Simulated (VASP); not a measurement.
# Sb in VASP: single point with PBE

Aim: the single point of Sb with PBE.

Everything below comes from runs of VASP 6.6.1. Logs are shortened: lines on timing, memory, paths and dates and some standing lists are left out, and cuts for length are marked.

## Step 1: The cell of the first run

The cell holds a sheet with vacuum, 2 atoms: a = 4.120 Å, b = 4.120 Å, c = 27.100 Å, α = 90.00°, β = 90.00°, γ = 120.00°.

## Step 2: Single point, PBE

File INCAR:

```
SYSTEM = Sb
PREC = Accurate ; ENCUT = 400
EDIFF = 1E-6 ; ISMEAR = 0
SIGMA = 0.03 ; LREAL = .FALSE.
LASPH = .TRUE. ; NELM = 120
ALGO = Normal ; ISIF = 2
LWAVE = .FALSE. ; LCHARG = .FALSE.
LDIPOL = .TRUE. ; IDIPOL = 3
DIPOL = 0.5 0.5 0.289 ; GGA = PE
NBANDS = 22 ; GGA_COMPAT = .FALSE.
NELMDL = -8
```

File KPOINTS:

```
Automatic mesh
0
G
  12 12 1
  0 0 0
```

File POSCAR:

```
Sb
1.0
    4.1204333479      0.0000000000      0.0000000000
   -2.0602166740      3.5683999539      0.0000000000
    0.0000000000      0.0000000000     27.1000000030
Sb
2
Direct
    0.3333333333      0.6666666667      0.2585945617
    0.6666666667      0.3333333333      0.3188962132
```

Potentials or basis: VASP PAW PBE potentials, release 64 (Sb_d_GW).

Started as:

```console
cat potpaw_PBE.64/Sb_d_GW/POTCAR > POTCAR
mpirun -np 1 vasp_std > vasp.out
```

OUTCAR:

```text
SYSTEM = Sb
   PREC = Accurate
   ENCUT = 400
   EDIFF = 1E-6
   ISMEAR = 0
   LREAL = .FALSE.
   LASPH = .TRUE.
   NELM = 120
   ISIF = 2
   GGA = PE
   NELMDL = -8

 ion  position               nearest neighbor table
   1  0.333  0.667  0.259-   2 2.89   2 2.89   2 2.89
   2  0.667  0.333  0.319-   1 2.89   1 2.89   1 2.89

  LATTYP: Found a hexagonal cell.
 ALAT       =     4.1204333479
 C/A-ratio  =     6.5769781270

  Lattice vectors:

 A1 = (   4.1204333479,   0.0000000000,   0.0000000000)
 A2 = (  -2.0602166740,   3.5683999539,   0.0000000000)
 A3 = (   0.0000000000,   0.0000000000,  27.1000000030)

Analysis of symmetry for initial positions (statically):
=====================================================================
 Subroutine PRICEL returns:
 Original cell was already a primitive cell.

 Routine SETGRP: Setting up the symmetry group for a
 hexagonal supercell.

 Subroutine GETGRP returns: Found 12 space group operations
 (whereof  6 operations were pure point group operations)
 out of a pool of 24 trial point group operations.

The static configuration has the point symmetry C_3v.
 The point group associated with its full space group is D_3d.

Analysis of symmetry for dynamics (positions and initial velocities):
=====================================================================
 Subroutine PRICEL returns:
 Original cell was already a primitive cell.

 Routine SETGRP: Setting up the symmetry group for a
 hexagonal supercell.

 Subroutine GETGRP returns: Found 12 space group operations
 (whereof  6 operations were pure point group operations)
 out of a pool of 24 trial point group operations.

The dynamic configuration has the point symmetry C_3v.
 The point group associated with its full space group is D_3d.

 Subroutine INISYM returns: Found 12 space group operations
 (whereof  6 operations are pure point group operations),
 and found     1 'primitive' translations

----------------------------------------------------------------------------------------

                                     Primitive cell

  volume of cell :     398.4609

  direct lattice vectors                    reciprocal lattice vectors
     4.120433348  0.000000000  0.000000000     0.242692920  0.140118823  0.000000000
    -2.060216674  3.568399954  0.000000000     0.000000000  0.280237645  0.000000000
     0.000000000  0.000000000 27.100000003     0.000000000  0.000000000  0.036900369

  length of vectors
[... 80 lines left out ...]
   IBRION =     -1    ionic relax: 0-MD 1-quasi-New 2-CG
   NFREE  =      0    steps in history (QN), initial steepest desc. (CG)
   ISIF   =      2    stress and relaxation
   ISYM   =      2    0-nonsym 1-usesym 2-fastsym
   POTIM  = 0.5000    time-step for ionic-motion
   TEBEG  =    0.0;   TEEND  =   0.0 temperature during run
   PSTRESS=    0.0 pullay stress
   NELECT =      30.0000    total number of electrons
   NUPDOWN=      -1.0000    fix difference up-down
   EMIN   =  10.00;   EMAX   =-10.00  energy-range for DOS
   EFERMI =   0.00;   METHOD = LEGACY
   ISMEAR =     0;   SIGMA  =   0.03  broadening in eV -4-tet -1-fermi 0-gaus
   EFERMI_NEDOS =   21; number of points for ismear=-14 and -15
   IALGO  =     38    algorithm
   IMIX   =      4    mixing-type and parameters
     AMIX     =   0.40;   BMIX     =  1.00
     AMIX_MAG =   1.60;   BMIX_MAG =  1.00
  volume/ion in A,a.u.               =     199.23      1344.47
  Fermi-wavevector in a.u.,A,eV,Ry     =   0.691279  1.306328  6.501770  0.477867
  Thomas-Fermi vector in A             =   1.772885
   LORBIT       =      0    0 simple, 1 ext, 2 COOP (PROOUT), +10 PAW based schemes
   GGA     = PE    functional components
   LHFCALC =     F    Hartree Fock is set to
   AEXX    =    0.0000 exact exchange contribution
   IVDW    =     0    specifies the selected vdW correction
   LEPSILON=     F    determine dielectric tensor
   LRPA    =     F    only Hartree local field effects (RPA)
 non-spin polarized calculation
 Gauss-broadening in eV      SIGMA  =   0.03
  energy-cutoff  :      400.00
  volume of cell :      398.46
 maximum number of plane-waves:      7281
 NGX is ok and might be reduce to    28
   NGX = 13   NGY = 13   NGZ = 89

 dipolmoment           0.000000      0.000000     -0.000000 electrons x Angstroem

 number of electron      29.9999967 magnetization

 dipolmoment           0.000000      0.000000      0.000001 electrons x Angstroem

 Free energy of the ion-electron system (eV)
  ---------------------------------------------------
  ext. energy  EPLUGINS =         0.00000000
  ---------------------------------------------------
  free energy    TOTEN  =        -8.15297560 eV

  energy without entropy =       -8.15297560  energy(sigma->0) =       -8.15297560

 E-fermi :  -3.1915     XC(G=0):  -2.0452

 val. band max:       -3.4035954488   @ k =   0.0000   0.0000   0.0000
 cond. band min:      -2.0948635107   @ k =   0.3333   0.0000   0.0000
 fundamental gap:      1.3087319381
 Fermi energy:        -3.1915037820

 k-point     1 :       0.0000    0.0000    0.0000
  band No.  band energies     occupation
      1     -31.9486      2.00000
      2     -31.9486      2.00000
      3     -31.8773      2.00000
      4     -31.8773      2.00000
      5     -31.8300      2.00000
      6     -31.7700      2.00000
[... 464 lines left out ...]
     21       3.9082      0.00000
     22       4.4470      0.00000

------------------------ aborting loop because EDIFF is reached ----------------------------------------

 vacuum level on the upper side and lower side of the slab       (xc-potential included)        -0.009        -0.009

  FORCE on cell =-STRESS in cart. coord.  units (eV):
  Direction    XX          YY          ZZ          XY          YZ          ZX
  --------------------------------------------------------------------------------------
  -------------------------------------------------------------------------------------
  Total       -0.1070616     -0.1070616     -0.1212829      0.0000000     -0.0000000     -0.0000000
  in kB       -0.4304855     -0.4304855     -0.4876681      0.0000000     -0.0000000     -0.0000000
  external PRESSURE =      -0.4495464 kB  Pullay stress =       0.0000000 kB

 VOLUME and BASIS-vectors are now :
 -----------------------------------------------------------------------------
  energy-cutoff  :      400.00
  volume of cell :      398.46
      direct lattice vectors                 reciprocal lattice vectors
     4.120433348  0.000000000  0.000000000     0.242692920  0.140118823  0.000000000
    -2.060216674  3.568399954  0.000000000     0.000000000  0.280237645  0.000000000
     0.000000000  0.000000000 27.100000003     0.000000000  0.000000000  0.036900369

 POSITION                                       TOTAL-FORCE (eV/Angst)
 -----------------------------------------------------------------------------------
     -0.00000      2.37893      7.00791         0.000000     -0.000000     -0.000142
      2.06022      1.18947      8.64209        -0.000000      0.000000      0.000142
 -----------------------------------------------------------------------------------
    total drift:                               -0.000000      0.000000      0.000128

  FREE ENERGIE OF THE ION-ELECTRON SYSTEM (eV)
  ---------------------------------------------------
  free  energy   TOTEN  =        -8.1529756015 eV

  energy  without entropy=       -8.1529756015  energy(sigma->0) =       -8.15297560

 vacuum level on the upper side and lower side of the slab         1.430         1.430
```

OSZICAR:

```text
N       E                     dE             d eps       ncg     rms          rms(c)
DAV:   1     0.296556310572E+03    0.29656E+03   -0.11009E+04  1146   0.641E+03
DAV:   2     0.942723685429E+02   -0.20228E+03   -0.18948E+03  1424   0.145E+03
DAV:   3     0.534886908019E+01   -0.88923E+02   -0.88366E+02  1620   0.329E+02
[... 16 lines left out ...]
DAV:  20    -0.815296938857E+01   -0.11860E-04   -0.53327E-07   856   0.177E-02    0.359E-04
DAV:  21    -0.815297236259E+01   -0.29740E-05   -0.13932E-07   862   0.111E-02    0.221E-04
DAV:  22    -0.815297440618E+01   -0.20436E-05   -0.10059E-07   812   0.114E-02    0.210E-04
DAV:  23    -0.815297547142E+01   -0.10652E-05   -0.98819E-08   796   0.103E-02    0.117E-04
DAV:  24    -0.815297560155E+01   -0.13013E-06   -0.51497E-08   742   0.997E-03
   1 F= -.81529756E+01 E0= -.81529756E+01  d E =-.462052E-25
```

Run time: 2.9 min. Hardware: 1 thread of AMD EPYC 7R13 (Zen 3), shared host; peak memory 0.39 GiB.

Results:

```yaml
Free_energy: -8.1530 eV
Band_gap_on_the_k_mesh: 1.31 eV (least direct gap 1.59 eV)
```

Caveat: spin-orbit coupling is left out, which moves the levels of the heavy elements.
